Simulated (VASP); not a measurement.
# BN (sol2): relaxation of the atoms with PBEsol

BN (sol2):

```
CELL_PARAMETERS angstrom
2.51515 0.00000 0.00000
-1.25758 2.17819 0.00000
0.00000 0.00000 4.16063
ATOMIC_POSITIONS crystal
B 0.33333 0.66667 0.99976
B 0.66667 0.33333 0.49976
N 0.33333 0.66667 0.37424
N 0.66667 0.33333 0.87424
```

This cell differs from its parent crystal: strained cell.

| Property | Result |
| --- | --- |
| Program | VASP 6.6.1 |
| Task | relaxation of the atoms |
| Functional | PBEsol |
| Potentials or basis | VASP PAW PBE potentials, release 64 (B, N) |
| Cutoff | 520 eV |
| k mesh | 9 × 9 × 6 |
| Occupations | gaussian, width 0.02 eV |
| Spin | no spin polarisation |
| Dipole correction | no |
| Further INCAR settings | ALGO = Normal; EDIFF = 1e-07; IBRION = 2; EDIFFG = -0.002; NSW = 60 |

```json
{"Energy gained by relaxing": "0.0 meV/atom", "Ionic steps": "3", "Pressure after relaxing": "13.2 GPa", "Band gap on the k mesh": "4.88 eV, indirect (least direct gap 8.35 eV)"}
```

Stress tensor (GPa, compression positive):
```
13.17  0.00  0.00
 0.00 13.17  0.00
 0.00  0.00 13.35
```

Final structure:
```xyz
4
Lattice="2.5152 0.0000 0.0000 -1.2576 2.1782 0.0000 0.0000 0.0000 4.1606" Properties=species:S:1:pos:R:3 pbc="T T T"
B     0.0000    1.4521    4.1602
B     1.2576    0.7261    2.0799
N     0.0000    1.4521    1.5565
N     1.2576    0.7261    3.6368
```

Levels at points of the mesh, in eV from the valence-band top:
| k point | band 5 | band 6 | band 7 | band 8 | band 9 | band 10 | band 11 | band 12 |
| --- | --- | --- | --- | --- | --- | --- | --- | --- |
| (0.00, 0.00, 0.00) | -2.22 | -0.31 | 0.00 | 0.00 | 8.44 | 8.44 | 8.75 | 9.92 |
| (0.00, 0.00, 0.50) | -1.23 | -1.23 | -1.23 | -1.23 | 9.76 | 9.76 | 10.05 | 10.05 |

Wall time 23 s on 1 thread of Intel(R) Xeon(R) Platinum 8259CL CPU @ 2.50GHz (Skylake/Cascade Lake), on a shared host, peak memory 0.13 GiB.

Caveat: the cell differs from its parent crystal (strained cell); the PAW data sets were made with another functional, which shifts forces and pressure a little. A k mesh can miss the band edges.
